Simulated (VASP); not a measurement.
# ZnGe3 (Pm-3m) in VASP: further runs, part 2 of 2

VASP 6.6.1. The steps go on from the part before.

### Step 4. Single point, PBE

This run uses another cell than the first one, of 18.63 Å³/atom.

INCAR reads:

```
SYSTEM = ZnGe3
ALGO     = Normal         ! electronic algorithm
EDIFF    = 1E-6           ! SCF threshold, eV
ENCUT    = 500            ! plane-wave cutoff, eV
GGA      = PE             ! functional
GGA_COMPAT= .FALSE.      
ISIF     = 2              ! what is computed and relaxed
ISMEAR   = -1             ! smearing method
LASPH    = .TRUE.         ! aspherical terms in the spheres
LCHARG   = .TRUE.         ! write CHGCAR
LELF     = .TRUE.         ! ELF
LREAL    = .FALSE.        ! projectors in reciprocal space
LVHAR    = .TRUE.       
LWAVE    = .FALSE.        ! write WAVECAR
NBANDS   = 35             ! bands
NELM     = 120            ! most SCF steps
PREC     = Accurate       ! precision mode
SIGMA    = 0.05           ! smearing width, eV
```

KPOINTS reads:

```
k-points
0
G
  4 4 4
  0 0 0
```

POSCAR reads:

```
ZnGe3
1.0
    4.2084598385      0.0000000000      0.0000000000
    0.0000000000      4.2084598385      0.0000000000
    0.0000000000      0.0000000000      4.2084598385
Zn Ge
1 3
Direct
    0.0000000000      0.0000000000      0.0000000000
    0.0000000000      0.5000000000      0.5000000000
    0.5000000000      0.0000000000      0.5000000000
    0.5000000000      0.5000000000      0.0000000000
```

Potentials or basis: VASP PAW PBE potentials, release 64 (Zn, Ge_d).

On the command line:

```
$ cat potpaw_PBE.64/Zn/POTCAR potpaw_PBE.64/Ge_d/POTCAR > POTCAR
$ mpirun -np 1 vasp_std > vasp.out
```

OUTCAR:

```text
SYSTEM = ZnGe3
   EDIFF = 1E-6
   ENCUT = 500
   GGA = PE
   ISIF = 2
   ISMEAR = -1
   LASPH = .TRUE.
   LREAL = .FALSE.
   NELM = 120
   PREC = Accurate

 ion  position               nearest neighbor table
   1  0.000  0.000  0.000-   2 2.98   3 2.98   4 2.98   2 2.98   3 2.98   2 2.98   4 2.98   2 2.98
                             3 2.98   4 2.98   3 2.98   4 2.98
   2  0.000  0.500  0.500-   1 2.98   1 2.98   1 2.98   1 2.98
   3  0.500  0.000  0.500-   1 2.98   1 2.98   1 2.98   1 2.98
   4  0.500  0.500  0.000-   1 2.98   1 2.98   1 2.98   1 2.98

  LATTYP: Found a simple cubic cell.
 ALAT       =     4.2084598385

  Lattice vectors:

 A1 = (   4.2084598385,   0.0000000000,   0.0000000000)
 A2 = (   0.0000000000,   4.2084598385,   0.0000000000)
 A3 = (   0.0000000000,   0.0000000000,   4.2084598385)

Analysis of symmetry for initial positions (statically):
=====================================================================
 Subroutine PRICEL returns:
 Original cell was already a primitive cell.

 Routine SETGRP: Setting up the symmetry group for a
 simple cubic supercell.

 Subroutine GETGRP returns: Found 48 space group operations
 (whereof 48 operations were pure point group operations)
 out of a pool of 48 trial point group operations.

The static configuration has the point symmetry O_h .

Analysis of symmetry for dynamics (positions and initial velocities):
=====================================================================
 Subroutine PRICEL returns:
 Original cell was already a primitive cell.

 Routine SETGRP: Setting up the symmetry group for a
 simple cubic supercell.

 Subroutine GETGRP returns: Found 48 space group operations
 (whereof 48 operations were pure point group operations)
[... 104 lines left out ...]
   EMIN   =  10.00;   EMAX   =-10.00  energy-range for DOS
   EFERMI =   0.00;   METHOD = LEGACY
   ISMEAR =    -1;   SIGMA  =   0.05  broadening in eV -4-tet -1-fermi 0-gaus
   EFERMI_NEDOS =   21; number of points for ismear=-14 and -15
   IALGO  =     38    algorithm
   IMIX   =      4    mixing-type and parameters
     AMIX     =   0.40;   BMIX     =  1.00
     AMIX_MAG =   1.60;   BMIX_MAG =  1.00
  volume/ion in A,a.u.               =      18.63       125.75
  Fermi-wavevector in a.u.,A,eV,Ry     =   1.470335  2.778530 29.414223  2.161884
  Thomas-Fermi vector in A             =   2.585604
   LORBIT       =      0    0 simple, 1 ext, 2 COOP (PROOUT), +10 PAW based schemes
   GGA     = PE    functional components
   LHFCALC =     F    Hartree Fock is set to
   AEXX    =    0.0000 exact exchange contribution
   IVDW    =     0    specifies the selected vdW correction
   LEPSILON=     F    determine dielectric tensor
   LRPA    =     F    only Hartree local field effects (RPA)
 non-spin polarized calculation
  energy-cutoff  :      500.00
  volume of cell :       74.54
 maximum number of plane-waves:      1924
 NGX is ok and might be reduce to    32
   NGX = 15   NGY = 15   NGZ = 15

 number of electron      54.0000070 magnetization

 Free energy of the ion-electron system (eV)
  ---------------------------------------------------
  ext. energy  EPLUGINS =         0.00000000
  ---------------------------------------------------
  free energy    TOTEN  =       -13.66176010 eV

  energy without entropy =      -13.65084185  energy(sigma->0) =      -13.65630098

 E-fermi :   5.6352     XC(G=0): -11.1647

 val. band max:        5.3969442921   @ k =   0.5000   0.2500   0.0000
 cond. band min:       5.7193075789   @ k =   0.2500   0.2500   0.0000
 fundamental gap:      0.3223632868
 Fermi energy:         5.6352335653

 k-point     1 :       0.0000    0.0000    0.0000
  band No.  band energies     occupation
      1     -19.1528      2.00000
      2     -19.1528      2.00000
      3     -19.1528      2.00000
      4     -19.1400      2.00000
      5     -19.1051      2.00000
      6     -19.1051      2.00000
[... 369 lines left out ...]
     34      16.2900      0.00000
     35      16.2900      0.00000

------------------------ aborting loop because EDIFF is reached ----------------------------------------

  FORCE on cell =-STRESS in cart. coord.  units (eV):
  Direction    XX          YY          ZZ          XY          YZ          ZX
  --------------------------------------------------------------------------------------
  -------------------------------------------------------------------------------------
  Total       -0.4129482     -0.4129482     -0.4129482      0.0000000      0.0000000     -0.0000000
  in kB       -8.8763953     -8.8763953     -8.8763953      0.0000000      0.0000000     -0.0000000
  external PRESSURE =      -8.8763953 kB  Pullay stress =       0.0000000 kB

 VOLUME and BASIS-vectors are now :
 -----------------------------------------------------------------------------
  energy-cutoff  :      500.00
  volume of cell :       74.54
      direct lattice vectors                 reciprocal lattice vectors
     4.208459838  0.000000000  0.000000000     0.237616619  0.000000000  0.000000000
     0.000000000  4.208459838  0.000000000     0.000000000  0.237616619  0.000000000
     0.000000000  0.000000000  4.208459838     0.000000000  0.000000000  0.237616619

 POSITION                                       TOTAL-FORCE (eV/Angst)
 -----------------------------------------------------------------------------------
      0.00000      0.00000      0.00000         0.000000      0.000000      0.000000
      0.00000      2.10423      2.10423         0.000000      0.000000      0.000000
      2.10423      0.00000      2.10423         0.000000      0.000000      0.000000
      2.10423      2.10423      0.00000         0.000000      0.000000      0.000000
 -----------------------------------------------------------------------------------
    total drift:                                0.000000     -0.000000     -0.000000

  FREE ENERGIE OF THE ION-ELECTRON SYSTEM (eV)
  ---------------------------------------------------
  free  energy   TOTEN  =       -13.6617601009 eV

  energy  without entropy=      -13.6508418546  energy(sigma->0) =      -13.65630098
```

Run time: 39 s. Hardware: 1 thread of Intel Xeon 8259CL, shared host; peak memory 0.18 GiB.

Results:

* Free energy: -13.6618 eV
* Pressure: -0.9 GPa
* Band gap on the k mesh: zero (bands 27 and 28 overlap by 4.26 eV)

Caveat: the k points lie up to 0.37 Å⁻¹ apart, too coarse for converged energies and pressures of a metal.

### Step 5. Relaxation of cell and atoms, PBE

This run uses another cell than the first one, of 18.36 Å³/atom.

INCAR reads:

```
ALGO = Normal
EDIFF = 1E-7
EDIFFG = -0.01
ENCUT = 500
GGA = PE
GGA_COMPAT = F
IBRION = 2
ISIF = 3
ISMEAR = -1
LASPH = T
LCHARG = F
LREAL = F
LWAVE = F
NELM = 120
NELMIN = 4
NSW = 80
PREC = Accurate
SIGMA = 0.05
```

KPOINTS reads:

```
k-points
0
Gamma
  4 4 4
```

POSCAR reads:

```
ZnGe3
1.0
    4.1876255376      0.0000000000      0.0000000000
    0.0000000000      4.1876255376      0.0000000000
    0.0000000000      0.0000000000      4.1876255376
Zn Ge
1 3
Direct
    0.0000000000      0.0000000000      0.0000000000
    0.0000000000      0.5000000000      0.5000000000
    0.5000000000      0.0000000000      0.5000000000
    0.5000000000      0.5000000000      0.0000000000
```

On the command line:

```
$ cat potpaw_PBE.64/Zn/POTCAR potpaw_PBE.64/Ge_d/POTCAR > POTCAR
$ mpirun -np 1 vasp_std > vasp.out
```

It took 33 s on 1 thread of Intel Xeon 8259CL, shared host; peak memory 0.18 GiB.

Results (log left out):

* Free energy: -13.6644 eV
* Pressure after relaxing: 0.0 GPa
* Band gap on the k mesh: zero (bands 27 and 28 overlap by 4.33 eV)

Final structure:
```xyz
4
Lattice="4.1876 0.0000 0.0000 0.0000 4.1876 0.0000 0.0000 0.0000 4.1876" Properties=species:S:1:pos:R:3 pbc="T T T"
Zn    0.0000    0.0000    0.0000
Ge    0.0000    2.0938    2.0938
Ge    2.0938    0.0000    2.0938
Ge    2.0938    2.0938    0.0000
```

Levels at points of the mesh, in eV from the Fermi level:
| k point | band 25 | band 26 | band 27 | band 28 | band 29 | band 30 |
| --- | --- | --- | --- | --- | --- | --- |
| (0.00, 0.00, 0.00) | -3.71 | -3.71 | -1.38 | 2.88 | 2.88 | 2.88 |
| (0.50, 0.00, 0.00) | -1.77 | -1.61 | -0.88 | -0.88 | 0.39 | 0.50 |
| (0.50, 0.50, 0.00) | -0.55 | 0.08 | 0.39 | 0.39 | 0.60 | 0.60 |
| (0.50, 0.50, 0.50) | -4.77 | -4.77 | -4.77 | -3.12 | 7.14 | 7.15 |

Caveat: the k points lie up to 0.38 Å⁻¹ apart in the final cell, too coarse for converged energies and pressures of a metal; the relaxation stopped at its first step, so nothing moved.

### Step 6. The runs side by side

| task | cell | gap on the mesh (eV) | pressure (GPa) |
| --- | --- | --- | --- |
| single point | a = 4.167 Å, 4 atoms | none | 1.0 |
| single point | a = 4.188 Å, 4 atoms | none | 0.1 |
| single point | a = 4.208 Å, 4 atoms | none | -0.9 |
| relaxation of cell and atoms | relaxed from a = 4.188 Å, 4 atoms | none | 0.0 |

Alike in all rows: level PBE; potentials or basis VASP PAW PBE potentials, release 64 (Zn, Ge_d); no spin polarisation; k mesh 4 × 4 × 4; cutoff (eV) 500; smearing fermi-dirac 0.05 eV.

Caveats: all runs use coarse meshes; the relaxation stopped at its first step, so nothing moved (at least some runs).

Total energies depend on the potentials used, so only differences within one code and one set of settings carry meaning.

The gap in the log of VASP goes by the Fermi energy; the results here count the filled bands.